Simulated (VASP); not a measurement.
Write the native input for VASP 6.6.1 that does the following.

```
Task                   : single point
Functional             : LDA
Potentials or basis    : VASP PAW LDA potentials, release 64 (Fe)
Cutoff                 : 520 eV
k mesh                 : 16 × 16 × 16
Occupations            : fermi-dirac, width 0.1 eV
Spin                   : non-collinear spin, zero start, spin-orbit coupling
Starting moments       : [[0.0, 0.0, 0.0]] μB
Dipole correction      : no
Further INCAR settings : ALGO = Normal; EDIFF = 1e-07; NBANDS = 19
```

The structure of Fe lies in POSCAR:

```
Fe
1.0
   -1.3498227877      1.3498227877      1.3498227877
    1.3498227877     -1.3498227877      1.3498227877
    1.3498227877      1.3498227877     -1.3498227877
Fe
1
Direct
    0.0000000000      0.0000000000      0.0000000000
```

These files were run (other wordings do the same):

INCAR

```
SYSTEM = Fe
PREC = Accurate
ENCUT = 520
EDIFF = 1E-7
ISMEAR = -1
SIGMA = 0.1
LREAL = .False.
LASPH = .True.
NELM = 150
ALGO = Normal
ISIF = 2
LWAVE = .False.
LCHARG = .False.
MAGMOM = 0 0 0
LORBIT = 11
LSORBIT = .True.
GGA_COMPAT = .False.
LORBMOM = .True.
LMAXMIX = 4
NBANDS = 19
```

KPOINTS

```
Automatic mesh
0
Gamma
  16 16 16
  0 0 0
```

Potentials or basis: VASP PAW LDA potentials, release 64 (Fe).

The run is started by

```sh
$ cat potpaw_LDA.64/Fe/POTCAR > POTCAR
$ mpirun -np 1 vasp_ncl > vasp.out
```

It gave:

```json
{
  "Pressure": "-0.1 GPa",
  "Net moment": "0.00 μB per cell",
  "Valence electrons inside the program's atomic spheres": "Fe 7.61"
}
```

Run time: 40 s on 1 thread of Intel(R) Xeon(R) Platinum 8488C (Sapphire Rapids), on a shared host, peak memory 0.16 GiB.
